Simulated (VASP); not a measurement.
# Br (I4/mmm) in VASP: single point with r2SCAN

Aim: the single point of Br with r2SCAN.

Everything below comes from runs of VASP 6.6.1. Logs are shortened: lines on timing, memory, paths and dates and some standing lists are left out, and cuts for length are marked.

**1. The cell of the first run**

The structure is tetragonal, space group I4/mmm (No. 139). The conventional cell has a = 2.847 Å, b = 2.847 Å, c = 7.155 Å, α = 90.00°, β = 90.00°, γ = 90.00°. Within 3.8 Å of Br (site symmetry 4/mmm) lie 4 Br at 2.85 Å.

**2. Single point, r2SCAN**

The input, POSCAR:

```
Br
1.0
    4.1050320000      0.0000000000      0.0000000000
    2.1305491274      3.5088528235      0.0000000000
   -3.1177905024     -1.7544263773      2.0131215042
Br
1
Direct
    0.0000000000      0.0000000000      0.0000000000
```

The input, INCAR.step1:

```
PREC = Accurate
ENCUT = 520
ISMEAR = -1
SIGMA = 0.1
LREAL = F
LASPH = T
NELM = 100
NBANDS = 10
GGA = PE
ALGO = Normal
EDIFF = 1E-4
LWAVE = T
LCHARG = F
```

The input, INCAR.step2:

```
PREC = Accurate
ENCUT = 520
EDIFF = 1E-6
ISMEAR = -1
SIGMA = 0.1
LREAL = F
LASPH = T
NELM = 100
ALGO = Normal
ISIF = 2
LWAVE = F
LCHARG = F
METAGGA = R2SCAN
LMIXTAU = T
NBANDS = 10
ISTART = 1
```

The input, KPOINTS:

```
regular mesh
0
Gamma
  10 10 10
```

Potentials or basis: VASP PAW PBE potentials, release 64 (Br).

Run with:

```sh
cat potpaw_PBE.64/Br/POTCAR > POTCAR
cp INCAR.step1 INCAR
mpirun -np 1 vasp_std > vasp.out
cp INCAR.step2 INCAR
mpirun -np 1 vasp_std > vasp.out
```

OUTCAR:

```text
PREC = Accurate
   ENCUT = 520
   EDIFF = 1E-6
   ISMEAR = -1
   LREAL = F
   LASPH = T
   NELM = 100
   ISIF = 2
   METAGGA = R2SCAN
   ISTART = 1

 ion  position               nearest neighbor table
   1  0.000  0.000  0.000-

  LATTYP: Found a body centered tetragonal cell.
 ALAT       =     2.8469836456
 C/A-ratio  =     2.5131983499

  Lattice vectors:

 A1 = (   4.1050320000,   0.0000000000,   0.0000000000)
 A2 = (   2.1305491274,   3.5088528235,   0.0000000000)
 A3 = (  -3.1177905024,  -1.7544263773,   2.0131215042)

Analysis of symmetry for initial positions (statically):
=====================================================================
 Subroutine PRICEL returns:
 Original cell was already a primitive cell.

 Routine SETGRP: Setting up the symmetry group for a
 body centered tetragonal supercell.

 Subroutine GETGRP returns: Found 16 space group operations
 (whereof 16 operations were pure point group operations)
 out of a pool of 16 trial point group operations.

The static configuration has the point symmetry D_4h.

Analysis of symmetry for dynamics (positions and initial velocities):
=====================================================================
 Subroutine PRICEL returns:
 Original cell was already a primitive cell.

 Routine SETGRP: Setting up the symmetry group for a
 body centered tetragonal supercell.

 Subroutine GETGRP returns: Found 16 space group operations
 (whereof 16 operations were pure point group operations)
 out of a pool of 16 trial point group operations.

The dynamic configuration has the point symmetry D_4h.

 Subroutine INISYM returns: Found 16 space group operations
 (whereof 16 operations are pure point group operations),
 and found     1 'primitive' translations

----------------------------------------------------------------------------------------

                                     Primitive cell

  volume of cell :      28.9969

  direct lattice vectors                    reciprocal lattice vectors
     4.105032000  0.000000000  0.000000000     0.243603460 -0.147914195  0.248370498
     2.130549127  3.508852823  0.000000000     0.000000000  0.284993430  0.248370498
    -3.117790502 -1.754426377  2.013121504     0.000000000  0.000000000  0.496741005

  length of vectors
     4.105032000  4.105032000  4.105032000     0.378033278  0.378033278  0.496741005

  position of ions in fractional coordinates (direct lattice)
     0.000000000  0.000000000  0.000000000

  ion indices of the primitive-cell ions
   primitive index   ion index
                 1           1

----------------------------------------------------------------------------------------

 KPOINTS: regular mesh

Automatic generation of k-mesh.
 Grid dimensions read from file:
 generate k-points for:   10   10   10

 Generating k-lattice:

  Cartesian coordinates                     Fractional coordinates (reciprocal lattice)
     0.024360346 -0.014791419  0.024837050     0.100000000 -0.000000000  0.000000000
     0.000000000  0.028499343  0.024837050     0.000000000  0.100000000  0.000000000
     0.000000000  0.000000000  0.049674101     0.000000000  0.000000000  0.100000000

  Length of vectors
     0.037803328  0.037803328  0.049674101

  Shift w.r.t. Gamma in fractional coordinates (k-lattice)
     0.000000000  0.000000000  0.000000000

 Subroutine IBZKPT returns following result:
 ===========================================

 Found    102 irreducible k-points:

 Following reciprocal coordinates:
            Coordinates               Weight
  0.000000  0.000000  0.000000      1.000000
  0.100000  0.000000  0.000000      8.000000
  0.200000  0.000000  0.000000      8.000000
  0.300000  0.000000  0.000000      8.000000
  0.400000 -0.000000  0.000000      8.000000
  0.500000  0.000000 -0.000000      4.000000
[... 16 lines left out ...]
  0.300000  0.300000  0.000000      8.000000
  0.400000  0.300000  0.000000     16.000000
 [... further k-points ...]
   k-points           NKPTS =    102   k-points in BZ     NKDIM =    102   number of bands    NBANDS=     10
   number of dos      NEDOS =    301   number of ions     NIONS =      1
   total plane-waves  NPLWV =  32768
   dimension x,y,z NGX =    32 NGY =   32 NGZ =   32
   dimension x,y,z NGXF=    64 NGYF=   64 NGZF=   64
   ions per type =               1
   NGX,Y,Z   is equivalent  to a cutoff of  12.96, 12.96, 12.96 a.u.
   NGXF,Y,Z  is equivalent  to a cutoff of  25.92, 25.92, 25.92 a.u.
 SYSTEM =  unknown system
   PREC   = accura    normal or accurate (medium, high low for compatibility)
   ISTART =      1    job   : 0-new  1-cont  2-samecut
   ICHARG =      0    charge: 1-file 2-atom 10-const
   ISPIN  =      1    spin polarized calculation?
   LNONCOLLINEAR =      F non collinear calculations
   LSORBIT =      F    spin-orbit coupling
   LASPH  =      T    aspherical Exc in radial PAW
   ENCUT  =  520.0 eV  38.22 Ry    6.18 a.u.   7.63  7.63  7.63*2*pi/ulx,y,z
   NELM   =    100;   NELMIN=  2; NELMDL=  0     # of ELM steps
   EDIFF  = 0.1E-05   stopping-criterion for ELM
   LREAL  =      F    real-space projection
   EDIFFG = 0.1E-04   stopping-criterion for IOM
   NSW    =      0    number of steps for IOM
   IBRION =     -1    ionic relax: 0-MD 1-quasi-New 2-CG
   NFREE  =      0    steps in history (QN), initial steepest desc. (CG)
   ISIF   =      2    stress and relaxation
   ISYM   =      2    0-nonsym 1-usesym 2-fastsym
   POTIM  = 0.5000    time-step for ionic-motion
   TEBEG  =    0.0;   TEEND  =   0.0 temperature during run
   PSTRESS=    0.0 pullay stress
   NELECT =       7.0000    total number of electrons
   NUPDOWN=      -1.0000    fix difference up-down
   EMIN   =  10.00;   EMAX   =-10.00  energy-range for DOS
   EFERMI =   0.00;   METHOD = LEGACY
   ISMEAR =    -1;   SIGMA  =   0.10  broadening in eV -4-tet -1-fermi 0-gaus
   EFERMI_NEDOS =   21; number of points for ismear=-14 and -15
   IALGO  =     38    algorithm
   IMIX   =      4    mixing-type and parameters
     AMIX     =   0.40;   BMIX     =  1.00
     AMIX_MAG =   1.60;   BMIX_MAG =  1.00
  volume/ion in A,a.u.               =      29.00       195.68
  Fermi-wavevector in a.u.,A,eV,Ry     =   1.019351  1.926293 14.137485  1.039076
  Thomas-Fermi vector in A             =   2.152860
   LORBIT       =      0    0 simple, 1 ext, 2 COOP (PROOUT), +10 PAW based schemes
   METAGGA = R2SCAN    functional components
   LHFCALC =     F    Hartree Fock is set to
   AEXX    =    0.0000 exact exchange contribution
   IVDW    =     0    specifies the selected vdW correction
   LEPSILON=     F    determine dielectric tensor
   LRPA    =     F    only Hartree local field effects (RPA)
 non-spin polarized calculation
  energy-cutoff  :      520.00
  volume of cell :       29.00
 maximum number of plane-waves:       803
   NGX = 15   NGY = 15   NGZ = 15

 number of electron       7.0000000 magnetization

 Free energy of the ion-electron system (eV)
  ---------------------------------------------------
  ext. energy  EPLUGINS =         0.00000000
  ---------------------------------------------------
  free energy    TOTEN  =       -13.03296932 eV

  energy without entropy =      -13.01289506  energy(sigma->0) =      -13.02293219

 E-fermi :   1.2041     XC(G=0):  -9.1192

 val. band max:        1.1975960485   @ k =  -0.1000   0.1000  -0.0000
 cond. band min:       1.2180935905   @ k =  -0.1000   0.1000  -0.0000
 fundamental gap:      0.0204975420
 Fermi energy:         1.2040936953

 k-point     1 :       0.0000    0.0000    0.0000
  band No.  band energies     occupation
      1     -15.8056      2.00000
      2      -1.3336      2.00000
      3       2.1225      0.00021
      4       2.1225      0.00021
      5       7.0983      0.00000
      6      11.5576      0.00000
      7      12.2618      0.00000
      8      17.7771      0.00000
      9      17.7771      0.00000
     10      18.5152      0.00000

 k-point     2 :       0.1000    0.0000    0.0000
  band No.  band energies     occupation
      1     -15.6757      2.00000
      2      -1.3183      2.00000
      3       1.1134      1.42490
      4       2.2013      0.00009
      5       7.4607      0.00000
      6      11.9611      0.00000
      7      13.2418      0.00000
      8      15.2990      0.00000
      9      17.9826      0.00000
     10      19.7093      0.00000

 k-point     3 :       0.2000    0.0000    0.0000
  band No.  band energies     occupation
      1     -15.3089      2.00000
      2      -1.3189      2.00000
      3      -0.8446      2.00000
      4       2.4167      0.00001
      5       8.3066      0.00000
      6      12.3567      0.00000
      7      12.8827      0.00000
      8      16.0736      0.00000
      9      18.5636      0.00000
     10      20.5307      0.00000

 k-point     4 :       0.3000    0.0000    0.0000
  band No.  band energies     occupation
      1     -14.7854      2.00000
      2      -2.9358      2.00000
      3      -1.0975      2.00000
      4       2.7041      0.00000
      5       8.8522      0.00000
      6      11.8525      0.00000
      7      13.0017      0.00000
      8      18.6198      0.00000
      9      18.6580      0.00000
     10      19.7251      0.00000
[... 222 lines left out ...]
 k-point    22 :      -0.2000    0.2000   -0.0000
  band No.  band energies     occupation
      1     -14.8560      2.00000
      2      -0.7046      2.00000
      3      -0.5376      2.00000
      4      -0.4813      2.00000
      5       8.6861      0.00000
      6      13.1858      0.00000
      7      13.2627      0.00000
      8      15.0487      0.00000
      9      16.5736      0.00000
     10      18.3493      0.00000

 k-point    23 :       0.3000    0.3000    0.0000
  band No.  band energies     occupation
      1     -13.7621      2.00000
      2      -2.1654      2.00000
      3      -2.1463      2.00000
      4      -0.8419      2.00000
      5      10.2482      0.00000
      6      11.0742      0.00000
      7      13.4298      0.00000
      8      17.3003      0.00000
      9      18.6903      0.00000
     10      20.2679      0.00000

 k-point    24 :       0.4000    0.3000    0.0000
  band No.  band energies     occupation
      1     -13.2927      2.00000
      2      -3.5361      2.00000
      3      -1.7359      2.00000
      4      -0.4978      2.00000
      5       9.5856      0.00000
      6      10.1150      0.00000
      7      13.7440      0.00000
      8      16.5019      0.00000
      9      19.0151      0.00000
     10      20.5749      0.00000

 [... further k-points ...]

------------------------ aborting loop because EDIFF is reached ----------------------------------------

  FORCE on cell =-STRESS in cart. coord.  units (eV):
  Direction    XX          YY          ZZ          XY          YZ          ZX
  --------------------------------------------------------------------------------------
  -------------------------------------------------------------------------------------
  Total        0.0669352      0.0909426      0.1020670     -0.0197692      0.0000000      0.0000000
  in kB        3.6983947      5.0248869      5.6395498     -1.0923160      0.0000001      0.0000002
  external PRESSURE =       4.7876105 kB  Pullay stress =       0.0000000 kB

 VOLUME and BASIS-vectors are now :
 -----------------------------------------------------------------------------
  energy-cutoff  :      520.00
  volume of cell :       29.00
      direct lattice vectors                 reciprocal lattice vectors
     4.105032000  0.000000000  0.000000000     0.243603460 -0.147914195  0.248370498
     2.130549127  3.508852823  0.000000000     0.000000000  0.284993430  0.248370498
    -3.117790502 -1.754426377  2.013121504     0.000000000  0.000000000  0.496741005

 POSITION                                       TOTAL-FORCE (eV/Angst)
 -----------------------------------------------------------------------------------
      0.00000      0.00000      0.00000        -0.000000      0.000000      0.000000
 -----------------------------------------------------------------------------------
    total drift:                               -0.000000     -0.000000     -0.000000

  FREE ENERGIE OF THE ION-ELECTRON SYSTEM (eV)
  ---------------------------------------------------
  free  energy   TOTEN  =       -13.0329693249 eV

  energy  without entropy=      -13.0128950640  energy(sigma->0) =      -13.02293219
```

Wall time 53 s (1 thread of Intel Xeon Platinum 8488C (Sapphire Rapids), shared host); peak memory 0.19 GiB.

What came out:

```yaml
Free_energy: -13.0330 eV
Pressure: 0.5 GPa
```

Stress tensor (GPa, compression positive):
```
 0.37 -0.11  0.00
-0.11  0.50  0.00
 0.00  0.00  0.56
```

Caveat: the PAW data sets were made with another functional, which shifts forces and pressure a little; an odd number of electrons without spin polarisation forces a metal; a magnetic or distorted state may lie lower.
